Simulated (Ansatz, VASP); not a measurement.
**BeH2O2: VASP beside Ansatz**

```
CELL_PARAMETERS angstrom
4.53360 0.00000 0.00000
0.00000 4.62550 0.00000
0.00000 0.00000 7.03840
ATOMIC_POSITIONS crystal
Be 0.03648 0.70020 0.62606
Be 0.46352 0.29980 0.12606
Be 0.53648 0.79980 0.37394
Be 0.96352 0.20020 0.87394
H 0.27269 0.09318 0.56869
H 0.22731 0.90682 0.06869
H 0.77269 0.40682 0.43131
H 0.72731 0.59318 0.93131
H 0.35315 0.42454 0.78195
H 0.14685 0.57546 0.28195
H 0.85315 0.07546 0.21805
H 0.64685 0.92454 0.71805
O 0.18244 0.11029 0.04950
O 0.31756 0.88971 0.54950
O 0.68244 0.38971 0.95050
O 0.81756 0.61029 0.45050
O 0.15570 0.40804 0.72869
O 0.34430 0.59196 0.22869
O 0.65570 0.09196 0.27131
O 0.84430 0.90804 0.77131
```

Alike in both runs: functional r2SCAN; k mesh 5 × 5 × 3; occupations fermi-dirac, width 0.02 eV; no spin polarisation.

Ansatz relaxed the structure, and its values are those at the end. VASP's run is a single point on that final structure, the one shown.

```csv
,VASP,Ansatz
version,VASP 6.6.1,Ansatz 0.2.0
potentials or method,"VASP PAW PBE potentials, release 64 (Be, H, O)","plane-wave PAW, scalar-relativistic"
plane-wave cutoff (eV),520,500
valence electrons in the cell,64,64
```

Ansatz gave:

| Property | Result |
| --- | --- |
| gap on the k mesh at the Fermi level (eV) | 6.13 |
| pressure (GPa) | -0.9 |
| rms of the force components (eV/Å) | 0.002 |

Problem. What did VASP give for the same quantities?

Solution. gap on the k mesh at the Fermi level (eV): 6.10; pressure (GPa): -0.6; rms of the force components (eV/Å): 0.070.

VASP's potentials were made for PBE, not for r2SCAN. With one functional, cell and mesh, what is left measures potentials, basis and numerics. Ansatz's warnings: stress scf threshold loose.
